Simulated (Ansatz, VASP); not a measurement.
# NiSb in VASP and in Ansatz

```xyz
4
Lattice="3.9711 0.0000 0.0000 -1.9855 3.4390 0.0000 0.0000 0.0000 5.1680" Properties=species:S:1:pos:R:3 pbc="T T T"
Ni    0.0000    0.0000    0.0000
Ni    0.0000    0.0000    2.5840
Sb    0.0000    2.2927    1.2920
Sb    1.9855    1.1463    3.8760
```

Alike in both runs: task single point; functional PBE; k mesh 10 × 10 × 8; occupations fermi-dirac, width 0.005 eV; collinear spin.

```csv
,VASP,Ansatz
version,VASP 6.6.1,Ansatz 0.2.0
potentials or method,"VASP PAW PBE potentials, release 64 (Ni, Sb), cutoff 520 eV","scalar-relativistic, plane waves, PAW"
valence electrons in the cell,30,66
```

|  | VASP | Ansatz | Ansatz less VASP |
| --- | --- | --- | --- |
| pressure (GPa) | -0.1 | 0.0 | +0.07 |
| traceless stress, the component that is largest in VASP (GPa) | 0.12 | 0.06 | -0.061 |
| net moment per atom (μB) | 0.00 | 0.00 | 0.000 |

The functional is the same, so the differences come from potentials, cutoffs and numerics. VASP's potentials hold 30 valence electrons a cell and Ansatz's 66, so a difference there can come from the potentials and not from the codes. Ansatz's warnings: seeded moment not kept.

Neither program's run includes spin-orbit coupling.
